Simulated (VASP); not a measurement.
# ZrB (Cmmm) in VASP: further runs

Aim: see how the results for ZrB move with the level of theory and the settings. Levels: PBE, PBEsol-based screened hybrid with 25 % exact exchange, r2SCAN0. Tasks: single point.

Everything below comes from runs of VASP 6.6.1. Logs are shortened: lines on timing, memory, paths and dates and some standing lists are left out, and cuts for length are marked.

### 1 The cell of the first run

It takes space group Cmmm (No. 65, orthorhombic). The conventional cell has a = 3.923 Å, b = 3.971 Å, c = 4.014 Å, α = 90.00°, β = 90.00°, γ = 90.00°. Within 2.6 Å of Zr (site symmetry mmm) lie 4 B at 1.96 to 1.99 Å. Within 2.6 Å of B (site symmetry mmm) lie 4 Zr at 1.96 to 1.99 Å.

### 2 Single point, PBE

The input, INCAR:

```
SYSTEM = ZrB
PREC     = Accurate       ! precision mode
ENCUT    = 520            ! plane-wave cutoff, eV
EDIFF    = 1E-6           ! SCF threshold, eV
ISMEAR   = 0              ! smearing method
SIGMA    = 0.03           ! smearing width, eV
LREAL    = .FALSE.        ! projectors in reciprocal space
LASPH    = .TRUE.         ! aspherical terms in the spheres
NELM     = 100            ! most SCF steps
ALGO     = Normal         ! electronic algorithm
ISIF     = 2              ! what is computed and relaxed
LWAVE    = .FALSE.        ! write WAVECAR
LCHARG   = .FALSE.        ! write CHGCAR
GGA      = PE             ! functional
NBANDS   = 14             ! bands
```

The input, KPOINTS:

```
regular mesh
0
G
  10 10 7
  0 0 0
```

The input, POSCAR:

```
ZrB
1.0
    1.9614334600     -1.9857162700      0.0000000000
    1.9614334600      1.9857162700      0.0000000000
    0.0000000000      0.0000000000      4.0139456300
Zr B
1 1
Direct
    0.0000000000      0.0000000000      0.5000000000
    0.5000000000      0.5000000000      0.5000000000
```

Potentials or basis: VASP PAW PBE potentials, release 64 (Zr_sv, B).

On the command line:

```
cat potpaw_PBE.64/Zr_sv/POTCAR potpaw_PBE.64/B/POTCAR > POTCAR
mpirun -np 1 vasp_std > vasp.out
```

OUTCAR:

```text
SYSTEM = ZrB
   PREC = Accurate
   ENCUT = 520
   EDIFF = 1E-6
   ISMEAR = 0
   LREAL = .FALSE.
   LASPH = .TRUE.
   NELM = 100
   ISIF = 2
   GGA = PE

 ion  position               nearest neighbor table
   1  0.000  0.000  0.500-   2 1.96   2 1.96   2 1.99   2 1.99
   2  0.500  0.500  0.500-   1 1.96   1 1.96   1 1.99   1 1.99

  LATTYP: Found a base centered orthorhombic cell.
 ALAT       =     3.9228669200
 B/A-ratio  =     1.0123801345
 C/A-ratio  =     1.0232173846

  Lattice vectors:

 A1 = (   1.9614334600,  -1.9857162700,   0.0000000000)
 A2 = (   1.9614334600,   1.9857162700,   0.0000000000)
 A3 = (   0.0000000000,   0.0000000000,   4.0139456300)

Analysis of symmetry for initial positions (statically):
=====================================================================
 Subroutine PRICEL returns:
 Original cell was already a primitive cell.

 Routine SETGRP: Setting up the symmetry group for a
 base centered orthorhombic supercell.

 Subroutine GETGRP returns: Found  8 space group operations
 (whereof  8 operations were pure point group operations)
 out of a pool of  8 trial point group operations.

The static configuration has the point symmetry D_2h.

Analysis of symmetry for dynamics (positions and initial velocities):
=====================================================================
 Subroutine PRICEL returns:
 Original cell was already a primitive cell.

 Routine SETGRP: Setting up the symmetry group for a
 base centered orthorhombic supercell.

 Subroutine GETGRP returns: Found  8 space group operations
 (whereof  8 operations were pure point group operations)
 out of a pool of  8 trial point group operations.

The dynamic configuration has the point symmetry D_2h.

 Subroutine INISYM returns: Found  8 space group operations
 (whereof  8 operations are pure point group operations),
 and found     1 'primitive' translations

----------------------------------------------------------------------------------------

                                     Primitive cell

  volume of cell :      31.2674

  direct lattice vectors                    reciprocal lattice vectors
     1.961433460 -1.985716270  0.000000000     0.254915606 -0.251798310  0.000000000
     1.961433460  1.985716270  0.000000000     0.254915606  0.251798310  0.000000000
     0.000000000  0.000000000  4.013945630     0.000000000  0.000000000  0.249131426

  length of vectors
     2.791109156  2.791109156  4.013945630     0.358307626  0.358307626  0.249131426

  position of ions in fractional coordinates (direct lattice)
     0.000000000  0.000000000  0.500000000
     0.500000000  0.500000000  0.500000000

  ion indices of the primitive-cell ions
   primitive index   ion index
                 1           1
                 2           2

----------------------------------------------------------------------------------------

 KPOINTS: regular mesh

Automatic generation of k-mesh.
 Grid dimensions read from file:
 generate k-points for:   10   10    7

 Generating k-lattice:

  Cartesian coordinates                     Fractional coordinates (reciprocal lattice)
     0.025491561 -0.025179831  0.000000000     0.100000000  0.000000000  0.000000000
     0.025491561  0.025179831  0.000000000     0.000000000  0.100000000  0.000000000
     0.000000000  0.000000000  0.035590204     0.000000000  0.000000000  0.142857143

  Length of vectors
     0.035830763  0.035830763  0.035590204

  Shift w.r.t. Gamma in fractional coordinates (k-lattice)
     0.000000000  0.000000000  0.000000000

 Subroutine IBZKPT returns following result:
 ===========================================

 Found    124 irreducible k-points:

 Following reciprocal coordinates:
            Coordinates               Weight
  0.000000  0.000000  0.000000      1.000000
  0.100000  0.000000  0.000000      4.000000
  0.200000  0.000000  0.000000      4.000000
  0.300000  0.000000  0.000000      4.000000
  0.400000  0.000000  0.000000      4.000000
  0.500000  0.000000  0.000000      2.000000
[... 16 lines left out ...]
  0.300000  0.300000  0.000000      2.000000
  0.400000  0.300000  0.000000      4.000000
 [... further k-points ...]
   k-points           NKPTS =    124   k-points in BZ     NKDIM =    124   number of bands    NBANDS=     14
   number of dos      NEDOS =    301   number of ions     NIONS =      2
   total plane-waves  NPLWV =  17280
   dimension x,y,z NGX =    24 NGY =   24 NGZ =   30
   dimension x,y,z NGXF=    48 NGYF=   48 NGZF=   60
   ions per type =               1   1
   NGX,Y,Z   is equivalent  to a cutoff of  14.30, 14.30, 12.43 a.u.
   NGXF,Y,Z  is equivalent  to a cutoff of  28.59, 28.59, 24.85 a.u.
 SYSTEM =  ZrB
   PREC   = accura    normal or accurate (medium, high low for compatibility)
   ISTART =      0    job   : 0-new  1-cont  2-samecut
   ICHARG =      2    charge: 1-file 2-atom 10-const
   ISPIN  =      1    spin polarized calculation?
   LNONCOLLINEAR =      F non collinear calculations
   LSORBIT =      F    spin-orbit coupling
   LASPH  =      T    aspherical Exc in radial PAW
   ENCUT  =  520.0 eV  38.22 Ry    6.18 a.u.   5.19  5.19  7.46*2*pi/ulx,y,z
   NELM   =    100;   NELMIN=  2; NELMDL= -5     # of ELM steps
   EDIFF  = 0.1E-05   stopping-criterion for ELM
   LREAL  =      F    real-space projection
   EDIFFG = 0.1E-04   stopping-criterion for IOM
   NSW    =      0    number of steps for IOM
   IBRION =     -1    ionic relax: 0-MD 1-quasi-New 2-CG
   NFREE  =      0    steps in history (QN), initial steepest desc. (CG)
   ISIF   =      2    stress and relaxation
   ISYM   =      2    0-nonsym 1-usesym 2-fastsym
   POTIM  = 0.5000    time-step for ionic-motion
   TEBEG  =    0.0;   TEEND  =   0.0 temperature during run
   PSTRESS=    0.0 pullay stress
   NELECT =      15.0000    total number of electrons
   NUPDOWN=      -1.0000    fix difference up-down
   EMIN   =  10.00;   EMAX   =-10.00  energy-range for DOS
   EFERMI =   0.00;   METHOD = LEGACY
   ISMEAR =     0;   SIGMA  =   0.03  broadening in eV -4-tet -1-fermi 0-gaus
   EFERMI_NEDOS =   21; number of points for ismear=-14 and -15
   IALGO  =     38    algorithm
   IMIX   =      4    mixing-type and parameters
     AMIX     =   0.40;   BMIX     =  1.00
     AMIX_MAG =   1.60;   BMIX_MAG =  1.00
  volume/ion in A,a.u.               =      15.63       105.50
  Fermi-wavevector in a.u.,A,eV,Ry     =   1.281567  2.421810 22.346383  1.642413
  Thomas-Fermi vector in A             =   2.413929
   LORBIT       =      0    0 simple, 1 ext, 2 COOP (PROOUT), +10 PAW based schemes
   GGA     = PE    functional components
   LHFCALC =     F    Hartree Fock is set to
   AEXX    =    0.0000 exact exchange contribution
   IVDW    =     0    specifies the selected vdW correction
   LEPSILON=     F    determine dielectric tensor
   LRPA    =     F    only Hartree local field effects (RPA)
 non-spin polarized calculation
 Gauss-broadening in eV      SIGMA  =   0.03
  energy-cutoff  :      520.00
  volume of cell :       31.27
 maximum number of plane-waves:       872
 NGX is ok and might be reduce to    24
   NGX = 11   NGY = 11   NGZ = 15

 number of electron      15.0000001 magnetization

 Free energy of the ion-electron system (eV)
  ---------------------------------------------------
  ext. energy  EPLUGINS =         0.00000000
  ---------------------------------------------------
  free energy    TOTEN  =        -9.84625119 eV

  energy without entropy =       -9.84564191  energy(sigma->0) =       -9.84594655

 E-fermi :   7.1586     XC(G=0): -10.4060

 val. band max:        7.1470929121   @ k =  -0.4000   0.4000   0.4286
 cond. band min:       7.1650536180   @ k =   0.3000   0.2000   0.4286
 fundamental gap:      0.0179607059
 Fermi energy:         7.1586127164

 k-point     1 :       0.0000    0.0000    0.0000
  band No.  band energies     occupation
      1     -40.5080      2.00000
      2     -18.7590      2.00000
      3     -18.0724      2.00000
      4     -17.9757      2.00000
      5      -1.0600      2.00000
      6       4.8928      2.00000
      7       5.1176      2.00000
      8       7.3522      0.00000
      9      11.5398      0.00000
     10      11.8344      0.00000
     11      11.8563      0.00000
     12      11.9357      0.00000
     13      12.4792      0.00000
     14      19.3343      0.00000

 k-point     2 :       0.1000    0.0000    0.0000
  band No.  band energies     occupation
      1     -40.4842      2.00000
      2     -18.7341      2.00000
      3     -18.2520      2.00000
      4     -17.9835      2.00000
      5      -0.7419      2.00000
      6       5.0264      2.00000
      7       5.3214      2.00000
      8       6.8876      2.00000
      9       9.4048      0.00000
     10      11.6050      0.00000
     11      11.9558      0.00000
     12      12.2783      0.00000
     13      15.1628      0.00000
     14      19.0330      0.00000

 k-point     3 :       0.2000    0.0000    0.0000
  band No.  band energies     occupation
      1     -40.4213      2.00000
      2     -18.7886      2.00000
      3     -18.6683      2.00000
      4     -17.9043      2.00000
      5       0.0570      2.00000
      6       5.1548      2.00000
      7       5.9031      2.00000
      8       6.0367      2.00000
      9       7.2505      0.00001
     10      11.6000      0.00000
     11      12.1606      0.00000
     12      13.1678      0.00000
     13      17.5908      0.00000
     14      18.4833      0.00000

 k-point     4 :       0.3000    0.0000    0.0000
  band No.  band energies     occupation
      1     -40.3421      2.00000
      2     -19.4061      2.00000
      3     -18.5854      2.00000
      4     -17.7970      2.00000
      5       1.0329      2.00000
      6       4.9305      2.00000
      7       5.1276      2.00000
      8       5.6243      2.00000
      9       6.8554      2.00000
     10      12.4122      0.00000
     11      12.4269      0.00000
     12      14.3126      0.00000
     13      15.6714      0.00000
     14      20.6701      0.00000

 k-point     5 :       0.4000    0.0000    0.0000
  band No.  band energies     occupation
      1     -40.2767      2.00000
      2     -19.8723      2.00000
      3     -18.5170      2.00000
      4     -17.7074      2.00000
      5       1.9217      2.00000
      6       4.2559      2.00000
      7       4.5923      2.00000
      8       4.8708      2.00000
      9       7.3839      0.00000
     10      12.6603      0.00000
     11      14.0515      0.00000
[... 276 lines left out ...]
 k-point    22 :      -0.2000    0.2000    0.0000
  band No.  band energies     occupation
      1     -40.3331      2.00000
      2     -18.7092      2.00000
      3     -18.6411      2.00000
      4     -18.5840      2.00000
      5       1.1098      2.00000
      6       4.8492      2.00000
      7       5.7660      2.00000
      8       6.3858      2.00000
      9       6.4215      2.00000
     10      10.0148      0.00000
     11      14.0198      0.00000
     12      15.3185      0.00000
     13      17.3702      0.00000
     14      18.7818      0.00000

 k-point    23 :       0.3000    0.3000    0.0000
  band No.  band energies     occupation
      1     -40.1707      2.00000
      2     -19.2331      2.00000
      3     -19.1760      2.00000
      4     -18.4313      2.00000
      5       1.0535      2.00000
      6       5.3146      2.00000
      7       5.5417      2.00000
      8       7.7008      0.00000
      9       7.7381      0.00000
     10       8.8041      0.00000
     11      14.4714      0.00000
     12      16.0575      0.00000
     13      16.1950      0.00000
     14      17.6597      0.00000

 k-point    24 :       0.4000    0.3000    0.0000
  band No.  band energies     occupation
      1     -40.1031      2.00000
      2     -19.6803      2.00000
      3     -19.1233      2.00000
      4     -18.3717      2.00000
      5       0.3943      2.00000
      6       5.5945      2.00000
      7       6.4157      2.00000
      8       8.2356      0.00000
      9       8.6344      0.00000
     10       8.6736      0.00000
     11      13.0641      0.00000
     12      15.3360      0.00000
     13      16.5373      0.00000
     14      17.9745      0.00000

 [... further k-points ...]

------------------------ aborting loop because EDIFF is reached ----------------------------------------

  FORCE on cell =-STRESS in cart. coord.  units (eV):
  Direction    XX          YY          ZZ          XY          YZ          ZX
  --------------------------------------------------------------------------------------
  -------------------------------------------------------------------------------------
  Total       22.5301519     22.0987225      0.1482185      0.0000000      0.0000000      0.0000000
  in kB     1154.4694549   1132.3625459      7.5948745      0.0000000      0.0000000      0.0000000
  external PRESSURE =     764.8089584 kB  Pullay stress =       0.0000000 kB

 VOLUME and BASIS-vectors are now :
 -----------------------------------------------------------------------------
  energy-cutoff  :      520.00
  volume of cell :       31.27
      direct lattice vectors                 reciprocal lattice vectors
     1.961433460 -1.985716270  0.000000000     0.254915606 -0.251798310  0.000000000
     1.961433460  1.985716270  0.000000000     0.254915606  0.251798310  0.000000000
     0.000000000  0.000000000  4.013945630     0.000000000  0.000000000  0.249131426

 POSITION                                       TOTAL-FORCE (eV/Angst)
 -----------------------------------------------------------------------------------
      0.00000      0.00000      2.00697         0.000000      0.000000      0.000000
      1.96143      0.00000      2.00697         0.000000     -0.000000      0.000000
 -----------------------------------------------------------------------------------
    total drift:                               -0.000000      0.000000     -0.000000

  FREE ENERGIE OF THE ION-ELECTRON SYSTEM (eV)
  ---------------------------------------------------
  free  energy   TOTEN  =        -9.8462511878 eV

  energy  without entropy=       -9.8456419100  energy(sigma->0) =       -9.84594655
```

It took 52 s on 1 thread of Intel Xeon 8259CL, shared host; peak memory 0.19 GiB.

What came out:

```
Free energy            : -9.8463 eV
Pressure               : 76.5 GPa
Band gap on the k mesh : zero (an odd number of electrons rules out a gap without spin polarisation)
```

Caveat: the cell stands under pressure.

### 3 Single point, PBEsol-based screened hybrid with 25 % exact exchange

POSCAR is that of step 2.

The input, INCAR.step1:

```
PREC     = Accurate       # precision mode
ENCUT    = 520            # plane-wave cutoff, eV
EDIFF    = 1E-5           # SCF threshold, eV
ISMEAR   = -1             # smearing method
SIGMA    = 0.05           # smearing width, eV
LREAL    = F              # projectors in reciprocal space
LASPH    = T              # aspherical terms in the spheres
NELM     = 100            # most SCF steps
ALGO     = Normal         # electronic algorithm
ISIF     = 2              # what is computed and relaxed
LWAVE    = T              # write WAVECAR
LCHARG   = F              # write CHGCAR
GGA      = PE             # functional
NBANDS   = 14             # bands
```

The input, INCAR.step2:

```
PREC     = Accurate       # precision mode
ENCUT    = 520            # plane-wave cutoff, eV
EDIFF    = 1E-6           # SCF threshold, eV
ISMEAR   = -1             # smearing method
SIGMA    = 0.05           # smearing width, eV
LREAL    = F              # projectors in reciprocal space
LASPH    = T              # aspherical terms in the spheres
NELM     = 100            # most SCF steps
ALGO     = Normal         # electronic algorithm
ISIF     = 2              # what is computed and relaxed
LWAVE    = F              # write WAVECAR
LCHARG   = F              # write CHGCAR
GGA      = PS             # functional
LHFCALC  = T              # exact exchange
AEXX     = 0.25           # exact-exchange fraction
HFSCREEN = 0.207          # screening, 1/A
PRECFOCK = Normal       
ISTART   = 1            
NBANDS   = 14             # bands
```

The input, KPOINTS:

```
regular mesh
0
Gamma
  5 5 4
```

Potentials or basis: VASP PAW PBE potentials, release 64 (Zr_sv, B).

On the command line:

```
cat potpaw_PBE.64/Zr_sv/POTCAR potpaw_PBE.64/B/POTCAR > POTCAR
cp INCAR.step1 INCAR
mpirun -np 1 vasp_std > vasp.out
cp INCAR.step2 INCAR
mpirun -np 1 vasp_std > vasp.out
```

Run time: 15 min. Hardware: 1 thread of AMD EPYC 7R43 (Zen 3), shared host; peak memory 0.23 GiB.

The run converged. Its results:

| Quantity | Value |
| --- | --- |
| Free energy | -12.4153 eV |
| Pressure | 67.0 GPa |
| Band gap on the k mesh | zero (an odd number of electrons rules out a gap without spin polarisation) |

Stress tensor (GPa, compression positive):
```
103.79   0.00   0.00
  0.00  99.00   0.00
  0.00   0.00  -1.78
```

Levels at points of the mesh, in eV from the Fermi level:
| k point | band 5 | band 6 | band 7 | band 8 | band 9 | band 10 | band 11 | band 12 |
| --- | --- | --- | --- | --- | --- | --- | --- | --- |
| (0.00, 0.00, 0.00) | -9.75 | -2.96 | -2.37 | -0.22 | 4.72 | 5.08 | 5.32 | 5.43 |
| (0.00, 0.00, 0.50) | -9.29 | -3.58 | -2.89 | 3.13 | 4.80 | 4.89 | 4.99 | 5.16 |

Caveat: the k points lie up to 0.45 Å⁻¹ apart, too coarse for converged energies and pressures of a metal; the PAW data sets were made with another functional, which shifts forces and pressure a little.

### 4 Single point, r2SCAN0

POSCAR is that of step 3.

The input, INCAR.step1:

```
PREC = Accurate
ENCUT = 520
EDIFF = 1E-5
ISMEAR = -1
SIGMA = 0.05
LREAL = F
LASPH = T
NELM = 60
ALGO = Normal
ISIF = 2
LWAVE = T
NBANDS = 14
GGA = PE
```

The input, INCAR.step2:

```
PREC = Accurate
ENCUT = 520
EDIFF = 1E-6
ISMEAR = -1
SIGMA = 0.05
LREAL = F
LASPH = T
NELM = 60
ALGO = Normal
ISIF = 2
LWAVE = F
LCHARG = T
METAGGA = R2SCAN
LHFCALC = T
AEXX = 0.25
LMIXTAU = T
PRECFOCK = Normal
LELF = T
LVHAR = T
NBANDS = 14
ISTART = 1
```

The input, KPOINTS:

```
Automatic mesh
0
Gamma
  5 5 4
```

On the command line:

```
cat potpaw_PBE.64/Zr_sv/POTCAR potpaw_PBE.64/B/POTCAR > POTCAR
cp INCAR.step1 INCAR
mpirun -np 1 vasp_std > vasp.out
cp INCAR.step2 INCAR
mpirun -np 1 vasp_std > vasp.out
```

Run time: 24 min. Hardware: 1 thread of AMD EPYC 7R43 (Zen 3), shared host; peak memory 0.14 GiB.

Results (log left out):

* Free energy: -24.3633 eV
* Pressure: 70.3 GPa
* Band gap on the k mesh: zero (an odd number of electrons rules out a gap without spin polarisation)

Stress tensor (GPa, compression positive):
```
108.62   0.00   0.00
  0.00 102.77   0.00
  0.00   0.00  -0.59
```

Levels at points of the mesh, in eV from the Fermi level:
```csv
k point,band 4,band 5,band 6,band 7,band 8,band 9,band 10,band 11,band 12,band 13
"(0.00, 0.00, 0.00)",-28.59,-10.63,-3.53,-2.77,-0.72,5.21,5.58,5.81,5.86,5.96
"(0.00, 0.00, 0.50)",-28.58,-10.18,-4.19,-3.46,3.59,5.30,5.42,5.53,5.68,5.83
```

Caveat: the k points lie up to 0.45 Å⁻¹ apart, too coarse for converged energies and pressures of a metal; the PAW data sets were made with another functional, which shifts forces and pressure a little.

### 5 Summary

| level | k mesh | smearing | grid for exact exchange (PRECFOCK) | share of exact exchange | screening parameter | gap on the mesh (eV) | pressure (GPa) |
| --- | --- | --- | --- | --- | --- | --- | --- |
| PBE | 10 × 10 × 7 | gaussian 0.03 eV | - | - | - | none | 76.5 |
| PBEsol-based screened hybrid with 25 % exact exchange | 5 × 5 × 4 | fermi-dirac 0.05 eV | Normal | 0.25 | 0.207 1/Å | none | 67.0 |
| r2SCAN0 | 5 × 5 × 4 | fermi-dirac 0.05 eV | Normal | 0.25 | - | none | 70.3 |

Alike in all rows: task single point; potentials or basis VASP PAW PBE potentials, release 64 (Zr_sv, B); no spin polarisation; cell as given; cutoff (eV) 520.

Caveats: some runs use coarse meshes; the PAW data sets were made with another functional, which shifts forces and pressure a little (at least some runs); the cell stands under pressure (at least some runs).

Absolute energies hang on the potentials; compare differences alone.
